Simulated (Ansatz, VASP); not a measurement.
# One calculation of PbS, two programs

```
Pb S
1.0
     8.39691    0.00000    0.00000
     0.00000    4.19854    0.00000
     0.00000    0.00000    5.95490
Pb S
4 4
Direct
  0.12484 0.75000 0.75016
  0.62484 0.75000 0.74984
  0.87516 0.25000 0.24984
  0.37516 0.25000 0.25016
  0.87533 0.25000 0.75022
  0.37533 0.25000 0.74978
  0.12467 0.75000 0.24978
  0.62467 0.75000 0.25022
```

Alike in both runs: task single point; functional r2SCAN; k mesh 4 × 6 × 4; no spin polarisation.

```csv
,VASP,Ansatz
version,VASP 6.6.1,Ansatz 0.2.0
potentials or method,"VASP PAW PBE potentials, release 64 (Pb_d, S)","plane waves, PAW"
plane-wave cutoff (eV),520,500
occupations,"gaussian, width 0.01 eV",fixed
valence electrons in the cell,80,80
```

Ansatz gave:

| Item | Value |
| --- | --- |
| gap on the k mesh at the Fermi level (eV) | 0.63 |
| pressure (GPa) | 1.0 |

Question: Which values does VASP return?

Answer: gap on the k mesh at the Fermi level (eV): 0.64; pressure (GPa): 1.0.

VASP's potentials were made for PBE, not for r2SCAN.

Neither program's run includes spin-orbit coupling.
